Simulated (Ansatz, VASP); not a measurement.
# One calculation of Nb, two programs

```
CELL_PARAMETERS angstrom
4.59469 0.00000 0.00000
-2.29734 3.97912 0.00000
0.00000 0.00000 19.75150
ATOMIC_POSITIONS crystal
Nb 0.83333 0.16667 0.41703
Nb 0.16667 0.83333 0.45657
Nb 0.50000 0.50000 0.50000
Nb 0.83333 0.16667 0.54343
Nb 0.16667 0.83333 0.58297
```

Alike in both runs: task single point; functional LDA; k mesh 8 × 8 × 1; occupations fermi-dirac, width 0.1 eV; no spin polarisation.

```csv
,VASP,Ansatz
version,VASP 6.6.1,Ansatz 0.2.0
potentials or method,"VASP PAW LDA potentials, release 64 (Nb_sv)","PAW with Ansatz's default frozen-core files, scalar-relativistic"
plane-wave cutoff (eV),520,420
valence electrons in the cell,65,65
```

```tsv
	VASP	Ansatz	Ansatz less VASP
rms of the force components (eV/Å)	0.006	0.000	-0.0057
```

LDA's correlation is that of Perdew and Zunger in VASP and of Perdew and Wang (1992) in Ansatz. Atom by atom the forces differ by 0.006 eV/Å (rms over components). Ansatz's warnings: slab cell height set.
